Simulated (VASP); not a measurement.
Wanted: the native input for a VASP 6.6.1 run.

```
Task                   : single point
Functional             : PBE
Potentials or basis    : VASP PAW PBE potentials, release 64 (In_d, As)
Cutoff                 : 520 eV
k mesh                 : 13 × 13 × 13
Occupations            : fermi-dirac, width 0.1 eV
Spin                   : no spin polarisation
Dipole correction      : no
Further INCAR settings : ALGO = Normal; EDIFF = 1e-06; NBANDS = 16
```

The structure of InAs (rocksalt type) lies in POSCAR:

```
InAs
1.0
    0.0000000000      2.5777222665      2.5777222665
    2.5777222665      0.0000000000      2.5777222665
    2.5777222665      2.5777222665      0.0000000000
In As
1 1
Direct
    0.0000000000      0.0000000000      0.0000000000
    0.5000000000      0.5000000000      0.5000000000
```

This cell differs from its parent crystal: volume scaled by 0.72.

The input as run:

INCAR

```
SYSTEM = InAs
PREC = Accurate
ENCUT = 520
EDIFF = 1E-6
ISMEAR = -1
SIGMA = 0.1
LREAL = .FALSE.
LASPH = .TRUE.
NELM = 80
ALGO = Normal
ISIF = 2
LWAVE = .FALSE.
LCHARG = .FALSE.
GGA = PE
NBANDS = 16
```

KPOINTS

```
regular mesh
0
G
  13 13 13
  0 0 0
```

Potentials or basis: VASP PAW PBE potentials, release 64 (In_d, As).

Launch:

```console
$ cat potpaw_PBE.64/In_d/POTCAR potpaw_PBE.64/As/POTCAR > POTCAR
$ mpirun -np 1 vasp_std > vasp.out
```

It gave:

```yaml
Pressure: 44.6 GPa
Band_gap_on_the_k_mesh: zero (band 9 reaches 10.80 eV, above the bottom of band 10 at 7.76 eV)
```

Caveat: spin-orbit coupling is left out, which moves the levels of the heavy elements.

Run time: 25 s on 1 thread of Intel(R) Xeon(R) Platinum 8559C (Emerald Rapids) (shared host), peak memory 0.18 GiB.
